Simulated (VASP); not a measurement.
# HfC (P6_3/mmc) in VASP: a series of runs

Runs on HfC. Level: PBEsol. Tasks: single point.

Program: VASP 6.6.1. These are calculated values, not measurements. Logs are shortened: lines on timing, memory, paths and dates and some standing lists are left out, and cuts for length are marked.

### 1 The cell of the first run

It takes space group P6_3/mmc (No. 194, hexagonal). The conventional cell has a = 3.290 Å, b = 3.290 Å, c = 5.205 Å, α = 90.00°, β = 90.00°, γ = 120.00°. Within 3.0 Å of Hf (site symmetry -6m2) lie 6 C at 2.30 Å. C (site symmetry -3m) has 6 Hf at 2.30 Å and 2 C at 2.60 Å within 3.0 Å.

### 2 Single point, PBEsol

The input, INCAR:

```
SYSTEM = HfC
ALGO     = Normal         ! electronic algorithm
EDIFF    = 1E-6           ! SCF threshold, eV
ENCUT    = 520            ! plane-wave cutoff, eV
GGA      = PS             ! functional
ISIF     = 2              ! what is computed and relaxed
ISMEAR   = 1              ! smearing method
LASPH    = .TRUE.         ! aspherical terms in the spheres
LCHARG   = .FALSE.        ! write CHGCAR
LREAL    = .FALSE.        ! projectors in reciprocal space
LWAVE    = .FALSE.        ! write WAVECAR
NBANDS   = 22             ! bands
NELM     = 100            ! most SCF steps
PREC     = Accurate       ! precision mode
SIGMA    = 0.05           ! smearing width, eV
```

The input, KPOINTS:

```
k-points
0
G
  8 8 4
  0 0 0
```

The input, POSCAR:

```
HfC
1.0
    3.2902827363      0.0000000000      0.0000000000
   -1.6451413681      2.8494684352      0.0000000000
    0.0000000000      0.0000000000      5.2050811179
Hf C
2 2
Direct
    0.6666666668      0.3333333332      0.7500000000
    0.3333333332      0.6666666668      0.2500000000
    0.0000000000      0.0000000000      0.0000000000
    0.0000000000      0.0000000000      0.5000000000
```

Potentials or basis: VASP PAW PBE potentials, release 64 (Hf_pv, C).

Started as:

```
> cat potpaw_PBE.64/Hf_pv/POTCAR potpaw_PBE.64/C/POTCAR > POTCAR
> mpirun -np 1 vasp_std > vasp.out
```

OUTCAR:

```text
SYSTEM = HfC
   EDIFF = 1E-6
   ENCUT = 520
   GGA = PS
   ISIF = 2
   ISMEAR = 1
   LASPH = .TRUE.
   LREAL = .FALSE.
   NELM = 100
   PREC = Accurate

 ion  position               nearest neighbor table
   1  0.667  0.333  0.750-   3 2.30   4 2.30   3 2.30   4 2.30   3 2.30   4 2.30   2 3.22   2 3.22
                             2 3.22   2 3.22   2 3.22   2 3.22
   2  0.333  0.667  0.250-   3 2.30   4 2.30   3 2.30   4 2.30   3 2.30   4 2.30   1 3.22   1 3.22
                             1 3.22   1 3.22   1 3.22   1 3.22
   3  0.000  0.000  0.000-   1 2.30   2 2.30   2 2.30   1 2.30   1 2.30   2 2.30
   4  0.000  0.000  0.500-   1 2.30   2 2.30   2 2.30   1 2.30   1 2.30   2 2.30

  LATTYP: Found a hexagonal cell.
 ALAT       =     3.2902827363
 C/A-ratio  =     1.5819555750

  Lattice vectors:

 A1 = (   3.2902827363,   0.0000000000,   0.0000000000)
 A2 = (  -1.6451413681,   2.8494684352,   0.0000000000)
 A3 = (   0.0000000000,   0.0000000000,   5.2050811179)

Analysis of symmetry for initial positions (statically):
=====================================================================
 Subroutine PRICEL returns:
 Original cell was already a primitive cell.

 Routine SETGRP: Setting up the symmetry group for a
 hexagonal supercell.

 Subroutine GETGRP returns: Found 24 space group operations
 (whereof 12 operations were pure point group operations)
 out of a pool of 24 trial point group operations.

The static configuration has the point symmetry D_3d.
 The point group associated with its full space group is D_6h.

Analysis of symmetry for dynamics (positions and initial velocities):
=====================================================================
 Subroutine PRICEL returns:
 Original cell was already a primitive cell.

 Routine SETGRP: Setting up the symmetry group for a
 hexagonal supercell.

 Subroutine GETGRP returns: Found 24 space group operations
 (whereof 12 operations were pure point group operations)
 out of a pool of 24 trial point group operations.

The dynamic configuration has the point symmetry D_3d.
 The point group associated with its full space group is D_6h.

 Subroutine INISYM returns: Found 24 space group operations
 (whereof 12 operations are pure point group operations),
 and found     1 'primitive' translations

----------------------------------------------------------------------------------------

                                     Primitive cell

  volume of cell :      48.8005

  direct lattice vectors                    reciprocal lattice vectors
     3.290282736  0.000000000  0.000000000     0.303925249  0.175471324  0.000000000
    -1.645141368  2.849468435  0.000000000     0.000000000  0.350942649  0.000000000
     0.000000000  0.000000000  5.205081118     0.000000000  0.000000000  0.192119965

  length of vectors
     3.290282736  3.290282736  5.205081118     0.350942649  0.350942649  0.192119965

  position of ions in fractional coordinates (direct lattice)
     0.666666667  0.333333333  0.750000000
     0.333333333  0.666666667  0.250000000
     0.000000000  0.000000000  0.000000000
     0.000000000  0.000000000  0.500000000

  ion indices of the primitive-cell ions
   primitive index   ion index
                 1           1
                 2           2
                 3           3
                 4           4

----------------------------------------------------------------------------------------

 KPOINTS: k-points

Automatic generation of k-mesh.
 Grid dimensions read from file:
 generate k-points for:    8    8    4

 Generating k-lattice:

  Cartesian coordinates                     Fractional coordinates (reciprocal lattice)
     0.037990656  0.021933916  0.000000000     0.125000000  0.000000000  0.000000000
     0.000000000  0.043867831  0.000000000     0.000000000  0.125000000  0.000000000
     0.000000000  0.000000000  0.048029991     0.000000000  0.000000000  0.250000000

  Length of vectors
     0.043867831  0.043867831  0.048029991

  Shift w.r.t. Gamma in fractional coordinates (k-lattice)
     0.000000000  0.000000000  0.000000000

 Subroutine IBZKPT returns following result:
 ===========================================

 Found     30 irreducible k-points:

 Following reciprocal coordinates:
            Coordinates               Weight
  0.000000  0.000000  0.000000      1.000000
  0.125000 -0.000000  0.000000      6.000000
  0.250000 -0.000000  0.000000      6.000000
  0.375000  0.000000  0.000000      6.000000
  0.500000 -0.000000  0.000000      3.000000
  0.125000  0.125000  0.000000      6.000000
[... 16 lines left out ...]
  0.250000 -0.000000  0.500000      6.000000
  0.375000  0.000000  0.500000      6.000000
 [... further k-points ...]
   k-points           NKPTS =     30   k-points in BZ     NKDIM =     30   number of bands    NBANDS=     22
   number of dos      NEDOS =    301   number of ions     NIONS =      4
   total plane-waves  NPLWV =  23040
   dimension x,y,z NGX =    24 NGY =   24 NGZ =   40
   dimension x,y,z NGXF=    48 NGYF=   48 NGZF=   80
   ions per type =               2   2
   NGX,Y,Z   is equivalent  to a cutoff of  12.13, 12.13, 12.78 a.u.
   NGXF,Y,Z  is equivalent  to a cutoff of  24.25, 24.25, 25.55 a.u.
 SYSTEM =  HfC
   PREC   = accura    normal or accurate (medium, high low for compatibility)
   ISTART =      0    job   : 0-new  1-cont  2-samecut
   ICHARG =      2    charge: 1-file 2-atom 10-const
   ISPIN  =      1    spin polarized calculation?
   LNONCOLLINEAR =      F non collinear calculations
   LSORBIT =      F    spin-orbit coupling
   LASPH  =      T    aspherical Exc in radial PAW
   ENCUT  =  520.0 eV  38.22 Ry    6.18 a.u.   6.12  6.12  9.68*2*pi/ulx,y,z
   NELM   =    100;   NELMIN=  2; NELMDL= -5     # of ELM steps
   EDIFF  = 0.1E-05   stopping-criterion for ELM
   LREAL  =      F    real-space projection
   EDIFFG = 0.1E-04   stopping-criterion for IOM
   NSW    =      0    number of steps for IOM
   IBRION =     -1    ionic relax: 0-MD 1-quasi-New 2-CG
   NFREE  =      0    steps in history (QN), initial steepest desc. (CG)
   ISIF   =      2    stress and relaxation
   ISYM   =      2    0-nonsym 1-usesym 2-fastsym
   POTIM  = 0.5000    time-step for ionic-motion
   TEBEG  =    0.0;   TEEND  =   0.0 temperature during run
   PSTRESS=    0.0 pullay stress
   NELECT =      28.0000    total number of electrons
   NUPDOWN=      -1.0000    fix difference up-down
   EMIN   =  10.00;   EMAX   =-10.00  energy-range for DOS
   EFERMI =   0.00;   METHOD = LEGACY
   ISMEAR =     1;   SIGMA  =   0.05  broadening in eV -4-tet -1-fermi 0-gaus
   EFERMI_NEDOS =   21; number of points for ismear=-14 and -15
   IALGO  =     38    algorithm
   IMIX   =      4    mixing-type and parameters
     AMIX     =   0.40;   BMIX     =  1.00
     AMIX_MAG =   1.60;   BMIX_MAG =  1.00
  volume/ion in A,a.u.               =      12.20        82.33
  Fermi-wavevector in a.u.,A,eV,Ry     =   1.360356  2.570701 25.178521  1.850569
  Thomas-Fermi vector in A             =   2.487025
   LORBIT       =      0    0 simple, 1 ext, 2 COOP (PROOUT), +10 PAW based schemes
   GGA     = PS    functional components
   LHFCALC =     F    Hartree Fock is set to
   AEXX    =    0.0000 exact exchange contribution
   IVDW    =     0    specifies the selected vdW correction
   LEPSILON=     F    determine dielectric tensor
   LRPA    =     F    only Hartree local field effects (RPA)
 non-spin polarized calculation
 Methfessel and Paxton  Order N= 1 SIGMA  =   0.05
  energy-cutoff  :      520.00
  volume of cell :       48.80
 maximum number of plane-waves:      1330
   NGX = 13   NGY = 13   NGZ = 19

 number of electron      27.9999992 magnetization

 Free energy of the ion-electron system (eV)
  ---------------------------------------------------
  ext. energy  EPLUGINS =         0.00000000
  ---------------------------------------------------
  free energy    TOTEN  =       -43.63877977 eV

  energy without entropy =      -43.63808217  energy(sigma->0) =      -43.63854723

 E-fermi :   6.5245     XC(G=0): -12.5661

 val. band max:        6.5210007679   @ k =   0.1250   0.1250   0.2500
 cond. band min:       6.5862818655   @ k =   0.2500   0.1250   0.2500
 fundamental gap:      0.0652810977
 Fermi energy:         6.5245076697

 k-point     1 :       0.0000    0.0000    0.0000
  band No.  band energies     occupation
      1     -23.9923      2.00000
      2     -23.3445      2.00000
      3     -23.3445      2.00000
      4     -23.2532      2.00000
      5     -23.2532      2.00000
      6     -23.1772      2.00000
[... 14 lines left out ...]
     21      10.7071      0.00000
     22      14.8385      0.00000

 k-point     2 :       0.1250   -0.0000    0.0000
  band No.  band energies     occupation
      1     -23.9515      2.00000
      2     -23.4302      2.00000
      3     -23.3755      2.00000
      4     -23.3328      2.00000
      5     -23.2580      2.00000
      6     -23.1914      2.00000
[... 14 lines left out ...]
     21      11.6114      0.00000
     22      14.1638      0.00000

 k-point     3 :       0.2500   -0.0000    0.0000
  band No.  band energies     occupation
      1     -23.8423      2.00000
      2     -23.6380      2.00000
      3     -23.5124      2.00000
      4     -23.4418      2.00000
      5     -23.2778      2.00000
      6     -23.2358      2.00000
[... 14 lines left out ...]
     21      13.2478      0.00000
     22      13.3658      0.00000
[... 476 lines left out ...]
 k-point    23 :       0.2500   -0.0000    0.5000
  band No.  band energies     occupation
      1     -23.7281      2.00000
      2     -23.7281      2.00000
      3     -23.3905      2.00000
      4     -23.3905      2.00000
      5     -23.3604      2.00000
      6     -23.3604      2.00000
[... 14 lines left out ...]
     21      13.7378      0.00000
     22      13.7378      0.00000

 k-point    24 :       0.3750    0.0000    0.5000
  band No.  band energies     occupation
      1     -23.8783      2.00000
      2     -23.8783      2.00000
      3     -23.4034      2.00000
      4     -23.4034      2.00000
      5     -23.3859      2.00000
      6     -23.3859      2.00000
[... 14 lines left out ...]
     21      14.0568      0.00000
     22      14.0568      0.00000

 [... further k-points ...]

------------------------ aborting loop because EDIFF is reached ----------------------------------------

  FORCE on cell =-STRESS in cart. coord.  units (eV):
  Direction    XX          YY          ZZ          XY          YZ          ZX
  --------------------------------------------------------------------------------------
  -------------------------------------------------------------------------------------
  Total       -0.1224576     -0.1224576     -0.1476206     -0.0000000      0.0000000     -0.0000000
  in kB       -4.0204224     -4.0204224     -4.8465540     -0.0000000      0.0000000     -0.0000000
  external PRESSURE =      -4.2957996 kB  Pullay stress =       0.0000000 kB

 VOLUME and BASIS-vectors are now :
 -----------------------------------------------------------------------------
  energy-cutoff  :      520.00
  volume of cell :       48.80
      direct lattice vectors                 reciprocal lattice vectors
     3.290282736  0.000000000  0.000000000     0.303925249  0.175471324  0.000000000
    -1.645141368  2.849468435  0.000000000     0.000000000  0.350942649  0.000000000
     0.000000000  0.000000000  5.205081118     0.000000000  0.000000000  0.192119965

 POSITION                                       TOTAL-FORCE (eV/Angst)
 -----------------------------------------------------------------------------------
      1.64514      0.94982      3.90381         0.000000     -0.000000      0.000000
     -0.00000      1.89965      1.30127        -0.000000      0.000000      0.000000
      0.00000      0.00000      0.00000        -0.000000      0.000000      0.000000
      0.00000      0.00000      2.60254        -0.000000      0.000000      0.000000
 -----------------------------------------------------------------------------------
    total drift:                               -0.000000      0.000000     -0.000000

  FREE ENERGIE OF THE ION-ELECTRON SYSTEM (eV)
  ---------------------------------------------------
  free  energy   TOTEN  =       -43.6387797671 eV

  energy  without entropy=      -43.6380821683  energy(sigma->0) =      -43.63854723
```

Run time: 54 s. Hardware: 1 thread of AMD EPYC 7R13, shared host; peak memory 0.14 GiB.

Results:

```yaml
Free_energy: -43.6388 eV
Pressure: -0.4 GPa
Band_gap_on_the_k_mesh: zero (band 14 reaches 7.44 eV, above the bottom of band 15 at 6.52 eV)
```

Levels at points of the mesh, in eV from the Fermi level:
| k point | band 11 | band 12 | band 13 | band 14 | band 15 | band 16 | band 17 | band 18 |
| --- | --- | --- | --- | --- | --- | --- | --- | --- |
| (0.00, 0.00, 0.00) | -3.12 | -1.21 | -1.21 | 0.91 | 1.41 | 1.41 | 2.01 | 2.01 |
| (0.50, 0.00, 0.00) | -3.56 | -3.44 | -1.88 | -1.03 | 1.32 | 4.42 | 4.88 | 4.93 |
| (0.00, 0.00, 0.50) | -2.68 | -2.68 | -2.68 | -2.68 | 4.02 | 4.02 | 4.02 | 4.02 |
| (0.50, 0.00, 0.50) | -3.22 | -3.22 | -2.41 | -2.41 | 1.29 | 1.29 | 4.94 | 4.94 |

Caveat: the PAW data sets were made with another functional, which shifts forces and pressure a little; spin-orbit coupling is left out, which moves the levels of the heavy elements.

### 3 Single point, PBEsol

This run uses another cell than the first one, of 12.59 Å³/atom, 1.032 times its volume.

The input, INCAR:

```
PREC = Accurate
ENCUT = 520
EDIFF = 1E-7
ISMEAR = 1
SIGMA = 0.05
LREAL = False
LASPH = True
NELM = 80
ALGO = Normal
ISIF = 2
LWAVE = False
LCHARG = False
GGA = PS
NBANDS = 22
```

The input, KPOINTS:

```
regular mesh
0
Gamma
  8 8 4
```

The input, POSCAR:

```
HfC
1.0
    3.3428660000      0.0000000000      0.0000000000
   -1.6714330000      2.8950070000      0.0000000000
    0.0000000000      0.0000000000      5.2027140000
Hf C
2 2
Direct
    0.6666666667      0.3333333333      0.7500000000
    0.3333333333      0.6666666667      0.2500000000
    0.0000000000      0.0000000000      0.0000000000
    0.0000000000      0.0000000000      0.5000000000
```

Potentials or basis: VASP PAW PBE potentials, release 64 (Hf_pv, C).

Started as:

```
> cat potpaw_PBE.64/Hf_pv/POTCAR potpaw_PBE.64/C/POTCAR > POTCAR
> mpirun -np 1 vasp_std > vasp.out
```

It took 89 s on 1 thread of AMD EPYC 7R13, shared host; peak memory 0.16 GiB.

The run converged. Its results:

| Property | Result |
| --- | --- |
| Free energy | -43.5910 eV |
| Pressure | -7.8 GPa |
| Band gap on the k mesh | zero (band 14 reaches 7.25 eV, above the bottom of band 15 at 6.24 eV) |

Stress tensor (GPa, compression positive):
```
-9.30  0.00  0.00
 0.00 -9.30  0.00
 0.00  0.00 -4.93
```

Levels at points of the mesh, in eV from the Fermi level:
| k point | band 11 | band 12 | band 13 | band 14 | band 15 | band 16 | band 17 | band 18 |
| --- | --- | --- | --- | --- | --- | --- | --- | --- |
| (0.00, 0.00, 0.00) | -3.11 | -1.20 | -1.20 | 0.98 | 1.40 | 1.40 | 1.87 | 1.87 |
| (0.50, 0.00, 0.00) | -3.48 | -3.30 | -1.84 | -1.12 | 1.46 | 4.28 | 4.70 | 4.77 |
| (0.00, 0.00, 0.50) | -2.67 | -2.67 | -2.67 | -2.67 | 3.94 | 3.94 | 3.94 | 3.94 |
| (0.50, 0.00, 0.50) | -3.03 | -3.03 | -2.40 | -2.40 | 1.27 | 1.27 | 4.66 | 4.66 |

Caveat: the PAW data sets were made with another functional, which shifts forces and pressure a little; spin-orbit coupling is left out, which moves the levels of the heavy elements.
